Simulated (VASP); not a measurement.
# Ti3CN3 in VASP: a series of runs

Ti3CN3 is run at these levels: PBE; tasks: single point.

Everything below comes from runs of VASP 6.6.1. Logs are shortened: lines on timing, memory, paths and dates and some standing lists are left out, and cuts for length are marked.

### Step 1. The cell of the first run

The cell holds a slab with vacuum, 7 atoms: a = 3.003 Å, b = 3.003 Å, c = 19.758 Å, α = 90.00°, β = 90.00°, γ = 90.00°.

### Step 2. Single point, PBE

INCAR reads:

```
PREC = Accurate
ENCUT = 520
EDIFF = 1E-6
ISMEAR = 0
SIGMA = 0.1
LREAL = F
LASPH = T
NELM = 80
ALGO = Normal
ISIF = 2
LWAVE = F
LCHARG = F
LDIPOL = T
IDIPOL = 3
DIPOL = 0.5 0.5 0.337
GGA = PE
NBANDS = 36
```

KPOINTS reads:

```
regular mesh
0
Gamma
  9 9 1
```

POSCAR reads:

```
Ti3CN3
1.0
    3.0028555063      0.0000000000      0.0000000000
    0.0000000000      3.0028555063      0.0000000000
    0.0000000000      0.0000000000     19.7584944394
Ti N C
3 3 1
Direct
    0.5000000000      0.5000000000      0.2024445745
    0.0000000000      0.0000000000      0.3072496205
    0.5000000000      0.5000000000      0.4076776406
    0.0000000000      0.0000000000      0.2024445745
    0.5000000000      0.5000000000      0.3055678855
    0.0000000000      0.0000000000      0.4179718482
    0.3750000000      0.5000000000      0.5138471886
```

Potentials or basis: VASP PAW PBE potentials, release 64 (Ti_sv, N, C).

Command:

```sh
cat potpaw_PBE.64/Ti_sv/POTCAR potpaw_PBE.64/N/POTCAR potpaw_PBE.64/C/POTCAR > POTCAR
mpirun -np 1 vasp_std > vasp.out
```

OUTCAR:

```text
PREC = Accurate
   ENCUT = 520
   EDIFF = 1E-6
   ISMEAR = 0
   LREAL = F
   LASPH = T
   NELM = 80
   ISIF = 2
   GGA = PE

 ion  position               nearest neighbor table
   1  0.500  0.500  0.202-   5 2.04   4 2.12   4 2.12   4 2.12   4 2.12
   2  0.000  0.000  0.307-   4 2.07   5 2.12   5 2.12   5 2.12   5 2.12   6 2.19   3 2.91   3 2.91
                             3 2.91   3 2.91
   3  0.500  0.500  0.408-   5 2.02   7 2.13   6 2.13   6 2.13   6 2.13   6 2.13   2 2.91   2 2.91
                             2 2.91   2 2.91
   4  0.000  0.000  0.202-   2 2.07   1 2.12   1 2.12   1 2.12   1 2.12
   5  0.500  0.500  0.306-   3 2.02   1 2.04   2 2.12   2 2.12   2 2.12   2 2.12
   6  0.000  0.000  0.418-   3 2.13   3 2.13   3 2.13   3 2.13   2 2.19
   7  0.375  0.500  0.514-   3 2.13

  LATTYP: Found a simple tetragonal cell.
 ALAT       =     3.0028555063
 C/A-ratio  =     6.5799018294

  Lattice vectors:

 A1 = (   3.0028555063,   0.0000000000,   0.0000000000)
 A2 = (   0.0000000000,   3.0028555063,   0.0000000000)
 A3 = (   0.0000000000,   0.0000000000,  19.7584944394)

Analysis of symmetry for initial positions (statically):
=====================================================================
 Subroutine PRICEL returns:
 Original cell was already a primitive cell.

 Routine SETGRP: Setting up the symmetry group for a
 simple tetragonal supercell.

 Subroutine GETGRP returns: Found  2 space group operations
 (whereof  2 operations were pure point group operations)
 out of a pool of 16 trial point group operations.

The static configuration has the point symmetry C_1h.

Analysis of symmetry for dynamics (positions and initial velocities):
=====================================================================
 Subroutine PRICEL returns:
 Original cell was already a primitive cell.

 Routine SETGRP: Setting up the symmetry group for a
 simple tetragonal supercell.

 Subroutine GETGRP returns: Found  2 space group operations
 (whereof  2 operations were pure point group operations)
 out of a pool of 16 trial point group operations.

The dynamic configuration has the point symmetry C_1h.

 Subroutine INISYM returns: Found  2 space group operations
 (whereof  2 operations are pure point group operations),
 and found     1 'primitive' translations

----------------------------------------------------------------------------------------

                                     Primitive cell

  volume of cell :     178.1651

  direct lattice vectors                    reciprocal lattice vectors
     3.002855506  0.000000000  0.000000000     0.333016357  0.000000000  0.000000000
     0.000000000  3.002855506  0.000000000     0.000000000  0.333016357  0.000000000
     0.000000000  0.000000000 19.758494439     0.000000000  0.000000000  0.050611144

  length of vectors
     3.002855506  3.002855506 19.758494439     0.333016357  0.333016357  0.050611144

  position of ions in fractional coordinates (direct lattice)
     0.500000000  0.500000000  0.202444574
     0.000000000  0.000000000  0.307249621
     0.500000000  0.500000000  0.407677641
     0.000000000  0.000000000  0.202444574
     0.500000000  0.500000000  0.305567885
     0.000000000  0.000000000  0.417971848
     0.375000000  0.500000000  0.513847189

  ion indices of the primitive-cell ions
   primitive index   ion index
                 1           1
                 2           2
                 3           3
                 4           4
                 5           5
                 6           6
                 7           7

----------------------------------------------------------------------------------------

 KPOINTS: regular mesh

Automatic generation of k-mesh.
 Grid dimensions read from file:
 generate k-points for:    9    9    1

 Generating k-lattice:

  Cartesian coordinates                     Fractional coordinates (reciprocal lattice)
     0.037001817  0.000000000  0.000000000     0.111111111  0.000000000  0.000000000
     0.000000000  0.037001817  0.000000000     0.000000000  0.111111111  0.000000000
     0.000000000  0.000000000  0.050611144     0.000000000  0.000000000  1.000000000

  Length of vectors
     0.037001817  0.037001817  0.050611144

  Shift w.r.t. Gamma in fractional coordinates (k-lattice)
     0.000000000  0.000000000  0.000000000

 Subroutine IBZKPT returns following result:
 ===========================================

 Found     25 irreducible k-points:

 Following reciprocal coordinates:
            Coordinates               Weight
  0.000000  0.000000  0.000000      1.000000
  0.111111  0.000000  0.000000      2.000000
  0.000000  0.111111  0.000000      2.000000
  0.222222  0.000000  0.000000      2.000000
  0.000000  0.222222  0.000000      2.000000
  0.333333  0.000000  0.000000      2.000000
[... 16 lines left out ...]
  0.444444  0.333333  0.000000      4.000000
 -0.333333  0.444444  0.000000      4.000000
   k-points           NKPTS =     25   k-points in BZ     NKDIM =     25   number of bands    NBANDS=     36
   number of dos      NEDOS =    301   number of ions     NIONS =      7
   total plane-waves  NPLWV =  86400
   dimension x,y,z NGX =    24 NGY =   24 NGZ =  150
   dimension x,y,z NGXF=    48 NGYF=   48 NGZF=  300
   ions per type =               3   3   1
   NGX,Y,Z   is equivalent  to a cutoff of  13.29, 13.29, 12.62 a.u.
   NGXF,Y,Z  is equivalent  to a cutoff of  26.57, 26.57, 25.24 a.u.
 SYSTEM =  unknown system
   PREC   = accura    normal or accurate (medium, high low for compatibility)
   ISTART =      0    job   : 0-new  1-cont  2-samecut
   ICHARG =      2    charge: 1-file 2-atom 10-const
   ISPIN  =      1    spin polarized calculation?
   LNONCOLLINEAR =      F non collinear calculations
   LSORBIT =      F    spin-orbit coupling
   LASPH  =      T    aspherical Exc in radial PAW
   ENCUT  =  520.0 eV  38.22 Ry    6.18 a.u.   5.58  5.58 36.74*2*pi/ulx,y,z
   NELM   =     80;   NELMIN=  2; NELMDL= -5     # of ELM steps
   EDIFF  = 0.1E-05   stopping-criterion for ELM
   LREAL  =      F    real-space projection
   EDIFFG = 0.1E-04   stopping-criterion for IOM
   NSW    =      0    number of steps for IOM
   IBRION =     -1    ionic relax: 0-MD 1-quasi-New 2-CG
   NFREE  =      0    steps in history (QN), initial steepest desc. (CG)
   ISIF   =      2    stress and relaxation
   ISYM   =      2    0-nonsym 1-usesym 2-fastsym
   POTIM  = 0.5000    time-step for ionic-motion
   TEBEG  =    0.0;   TEEND  =   0.0 temperature during run
   PSTRESS=    0.0 pullay stress
   NELECT =      55.0000    total number of electrons
   NUPDOWN=      -1.0000    fix difference up-down
   EMIN   =  10.00;   EMAX   =-10.00  energy-range for DOS
   EFERMI =   0.00;   METHOD = LEGACY
   ISMEAR =     0;   SIGMA  =   0.10  broadening in eV -4-tet -1-fermi 0-gaus
   EFERMI_NEDOS =   21; number of points for ismear=-14 and -15
   IALGO  =     38    algorithm
   IMIX   =      4    mixing-type and parameters
     AMIX     =   0.40;   BMIX     =  1.00
     AMIX_MAG =   1.60;   BMIX_MAG =  1.00
  volume/ion in A,a.u.               =      25.45       171.76
  Fermi-wavevector in a.u.,A,eV,Ry     =   1.106424  2.090838 16.655892  1.224174
  Thomas-Fermi vector in A             =   2.242924
   LORBIT       =      0    0 simple, 1 ext, 2 COOP (PROOUT), +10 PAW based schemes
   GGA     = PE    functional components
   LHFCALC =     F    Hartree Fock is set to
   AEXX    =    0.0000 exact exchange contribution
   IVDW    =     0    specifies the selected vdW correction
   LEPSILON=     F    determine dielectric tensor
   LRPA    =     F    only Hartree local field effects (RPA)
 non-spin polarized calculation
 Gauss-broadening in eV      SIGMA  =   0.10
  energy-cutoff  :      520.00
  volume of cell :      178.17
 maximum number of plane-waves:      4826
 NGX is ok and might be reduce to    24
   NGX = 11   NGY = 11   NGZ = 73

 dipolmoment           0.000000      0.000000     -0.462167 electrons x Angstroem

 number of electron      54.9999999 magnetization

 dipolmoment           0.000000      0.000000      0.225361 electrons x Angstroem

 Free energy of the ion-electron system (eV)
  ---------------------------------------------------
  ext. energy  EPLUGINS =         0.00000000
  ---------------------------------------------------
  free energy    TOTEN  =       -60.28625046 eV

  energy without entropy =      -60.25612600  energy(sigma->0) =      -60.27118823

 E-fermi :   0.8821     XC(G=0):  -5.8121

 val. band max:        0.8548935977   @ k =   0.3333   0.3333   0.0000
 cond. band min:       0.8859501927   @ k =   0.4444   0.1111   0.0000
 fundamental gap:      0.0310565950
 Fermi energy:         0.8821190836

 k-point     1 :       0.0000    0.0000    0.0000
  band No.  band energies     occupation
      1     -57.0120      2.00000
      2     -56.7018      2.00000
      3     -56.3008      2.00000
      4     -33.4627      2.00000
      5     -33.1120      2.00000
      6     -33.0953      2.00000
[... 28 lines left out ...]
     35       2.3772      0.00000
     36       2.4269      0.00000

 k-point     2 :       0.1111    0.0000    0.0000
  band No.  band energies     occupation
      1     -57.0079      2.00000
      2     -56.6979      2.00000
      3     -56.2977      2.00000
      4     -33.4600      2.00000
      5     -33.1659      2.00000
      6     -33.0881      2.00000
[... 28 lines left out ...]
     35       2.6199      0.00000
     36       2.9025      0.00000
[... 817 lines left out ...]
     35       3.3112      0.00000
     36       3.5872      0.00000

 k-point    24 :      -0.3333    0.4444    0.0000
  band No.  band energies     occupation
      1     -56.9549      2.00000
      2     -56.6452      2.00000
      3     -56.2528      2.00000
      4     -33.4127      2.00000
      5     -33.3769      2.00000
      6     -33.3097      2.00000
[... 28 lines left out ...]
     35       3.3102      0.00000
     36       3.5855      0.00000

 [... further k-points ...]

------------------------ aborting loop because EDIFF is reached ----------------------------------------

 vacuum level on the upper side and lower side of the slab       (xc-potential included)         2.184        -2.315

  FORCE on cell =-STRESS in cart. coord.  units (eV):
  Direction    XX          YY          ZZ          XY          YZ          ZX
  --------------------------------------------------------------------------------------
  -------------------------------------------------------------------------------------
  Total       -4.6791578     -4.7819226      2.3082840      0.0000000      0.0000000     -1.0563184
  in kB      -42.0780454    -43.0021734     20.7575981      0.0000000      0.0000000     -9.4991058
  external PRESSURE =     -21.4408736 kB  Pullay stress =       0.0000000 kB

 VOLUME and BASIS-vectors are now :
 -----------------------------------------------------------------------------
  energy-cutoff  :      520.00
  volume of cell :      178.17
      direct lattice vectors                 reciprocal lattice vectors
     3.002855506  0.000000000  0.000000000     0.333016357  0.000000000  0.000000000
     0.000000000  3.002855506  0.000000000     0.000000000  0.333016357  0.000000000
     0.000000000  0.000000000 19.758494439     0.000000000  0.000000000  0.050611144

 POSITION                                       TOTAL-FORCE (eV/Angst)
 -----------------------------------------------------------------------------------
      1.50143      1.50143      4.00000        -0.001303      0.000000      1.377673
      0.00000      0.00000      6.07079         0.157257      0.000000      0.040618
      1.50143      1.50143      8.05510         0.533137      0.000000      2.630358
      0.00000      0.00000      4.00000        -0.023855      0.000000     -1.583803
      1.50143      1.50143      6.03756        -0.125902      0.000000     -0.935703
      0.00000      0.00000      8.25849        -0.016494      0.000000     -1.535665
      1.12607      1.50143     10.15285        -0.522840      0.000000      0.006522
 -----------------------------------------------------------------------------------
    total drift:                                0.000035      0.000000      0.000328

  FREE ENERGIE OF THE ION-ELECTRON SYSTEM (eV)
  ---------------------------------------------------
  free  energy   TOTEN  =       -60.2862504643 eV

  energy  without entropy=      -60.2561259965  energy(sigma->0) =      -60.27118823

 vacuum level on the upper side and lower side of the slab         7.808         3.211
```

Wall time 2.2 min (1 thread of Intel Xeon 6975P-C (Granite Rapids), shared host); peak memory 0.35 GiB.

What came out:

```
Free energy   : -60.2863 eV
Largest force : 2.684 eV/Å
```

Forces on the atoms (eV/Å):
```
Ti  -0.001  0.000  1.378
Ti   0.157  0.000  0.041
Ti   0.533  0.000  2.630
N   -0.024  0.000 -1.584
N   -0.126  0.000 -0.936
N   -0.016  0.000 -1.536
C   -0.523  0.000  0.007
```

### Step 3. Single point, PBE

INCAR reads:

```
SYSTEM = Ti3CN3
PREC = Accurate
ENCUT = 520
EDIFF = 1E-6
ISMEAR = 0
SIGMA = 0.1
LREAL = .False.
LASPH = .True.
NELM = 80
ALGO = Normal
ISIF = 2
LWAVE = .False.
LCHARG = .False.
LDIPOL = .True.
IDIPOL = 3
DIPOL = 0.5 0.5 0.331
GGA = PE
NBANDS = 36
```

KPOINTS reads:

```
Automatic mesh
0
Gamma
  9 9 1
  0 0 0
```

POSCAR: that of step 2 with these lines changed.

```diff
@@ -14,2 +14,2 @@
     0.0000000000      0.0000000000      0.4179718482
-    0.3750000000      0.5000000000      0.5138471886
+    0.0000000000      0.2500000000      0.4727205901
```

Potentials or basis: VASP PAW PBE potentials, release 64 (Ti_sv, N, C).

Command:

```sh
cat potpaw_PBE.64/Ti_sv/POTCAR potpaw_PBE.64/N/POTCAR potpaw_PBE.64/C/POTCAR > POTCAR
mpirun -np 1 vasp_std > vasp.out
```

It took 2.4 min on 1 thread of Intel Xeon 6975P-C (Granite Rapids), shared host; peak memory 0.35 GiB.

The run converged. Its results:

- Free energy: -63.2054 eV
- Largest force: 1.648 eV/Å

Forces on the atoms (eV/Å):
```
Ti   0.000 -0.065  1.646
Ti   0.000 -0.025 -0.089
Ti   0.000  0.371  1.369
N    0.000 -0.056 -1.460
N    0.000  0.142 -1.070
N    0.000 -0.068 -0.525
C    0.000 -0.300  0.129
```

Levels at points of the mesh, in eV from the Fermi level:
```
           k point  band 24  band 25  band 26  band 27  band 28  band 29  band 30  band 31
(0.00, 0.00, 0.00)    -2.79    -2.39    -2.37    -2.00    -1.00    -0.44     0.03     0.12
```

### Step 4. Single point, PBE

INCAR reads:

```
SYSTEM = Ti3CN3
PREC = Accurate
ENCUT = 520
EDIFF = 1E-7
ISMEAR = 0
SIGMA = 0.1
LREAL = .FALSE.
LASPH = .TRUE.
NELM = 100
ALGO = Normal
ISIF = 2
LWAVE = .FALSE.
LCHARG = .FALSE.
LDIPOL = .TRUE.
IDIPOL = 3
DIPOL = 0.5 0.5 0.335
GGA = PE
NBANDS = 36
```

KPOINTS reads:

```
regular mesh
0
G
  9 9 1
  0 0 0
```

POSCAR: that of step 3 with these lines changed.

```diff
@@ -14,2 +14,2 @@
     0.0000000000      0.0000000000      0.4179718482
-    0.0000000000      0.2500000000      0.4727205901
+    0.2500000000      0.5000000000      0.5041533173
```

Command:

```sh
cat potpaw_PBE.64/Ti_sv/POTCAR potpaw_PBE.64/N/POTCAR potpaw_PBE.64/C/POTCAR > POTCAR
mpirun -np 1 vasp_std > vasp.out
```

Run time: 2.6 min. Hardware: 1 thread of Intel Xeon 6975P-C (Granite Rapids), shared host; peak memory 0.36 GiB.

It converged, with:

```yaml
Free_energy: -60.5727 eV
Largest_force: 2.040 eV/Å
```

Forces on the atoms (eV/Å):
```
Ti   0.079  0.000  1.568
Ti   0.249  0.000  0.249
Ti   0.683  0.000  1.922
N   -0.154  0.000 -1.613
N   -0.055  0.000 -1.231
N    0.189  0.000 -0.908
C   -0.992  0.000  0.012
```

Levels at points of the mesh, in eV from the Fermi level:
| k point | band 26 | band 27 | band 28 | band 29 | band 30 | band 31 |
| --- | --- | --- | --- | --- | --- | --- |
| (0.00, 0.00, 0.00) | -2.07 | -1.67 | -0.78 | -0.54 | 0.01 | 0.18 |
